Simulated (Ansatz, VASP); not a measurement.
## Two plane-wave programs on WCl

```
W Cl
1.0
     2.85881    0.00000    0.00000
     0.00000    2.85881    0.00000
     0.00000    0.00000    8.08953
W Cl
2 2
Direct
  0.50000 0.00000 0.50000
  0.00000 0.50000 0.00000
  0.00000 0.00000 0.75000
  0.00000 0.00000 0.25000
```

Change from the starting cell: species swapped into the PtS type (P4_2/mmc, No. 131).

Alike in both runs: functional PBE; k mesh 5 × 5 × 3; occupations gaussian, width 0.2 eV; no spin polarisation.

Ansatz relaxed the structure, and its values are those at the end. VASP's run is a single point on that final structure, the one shown.

```csv
,VASP,Ansatz
version,VASP 6.6.1,Ansatz 0.2.0
potentials or method,"VASP PAW PBE potentials, release 64 (W_sv, Cl), cutoff 500 eV","scalar-relativistic, plane waves, PAW"
valence electrons in the cell,42,42
```

|  | VASP | Ansatz | Ansatz less VASP |
| --- | --- | --- | --- |
| gap on the k mesh at the Fermi level (eV) | none | none | - |
| pressure (GPa) | 0.3 | 0.0 | -0.33 |

A gap of «none» marks a metal or a gap that the smearing closes. With one functional, cell and mesh, what is left measures potentials, basis and numerics.

The k mesh is coarse, so the values compare programs but aren't converged. Spin-orbit coupling is off throughout.
